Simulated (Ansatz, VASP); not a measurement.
**One calculation of KF, two programs**

```xyz
2
Lattice="0.0000 2.6736 2.6736 2.6736 0.0000 2.6736 2.6736 2.6736 0.0000" Properties=species:S:1:pos:R:3 pbc="T T T"
K     0.0000    0.0000    0.0000
F     2.6736    2.6736    2.6736
```

Alike in both runs: task single point; functional PBE; k mesh 12 × 12 × 12; occupations gaussian, width 0.05 eV; no spin polarisation.

|  | VASP | Ansatz |
| --- | --- | --- |
| version | VASP 6.6.1 | Ansatz 0.2.0 |
| potentials or method | VASP PAW PBE potentials, release 64 (K_sv, F), cutoff 520 eV | scalar-relativistic, plane waves, PAW |
| valence electrons in the cell | 16 | 16 |

|  | VASP | Ansatz | Ansatz less VASP |
| --- | --- | --- | --- |
| gap on the k mesh at the Fermi level (eV) | 6.16 | 6.17 | +0.016 |
| least direct gap on the mesh (eV) | 6.16 | 6.17 | +0.016 |
| pressure (GPa) | 1.3 | 1.3 | -0.04 |

The functional is the same, so the differences come from potentials, cutoffs and numerics.
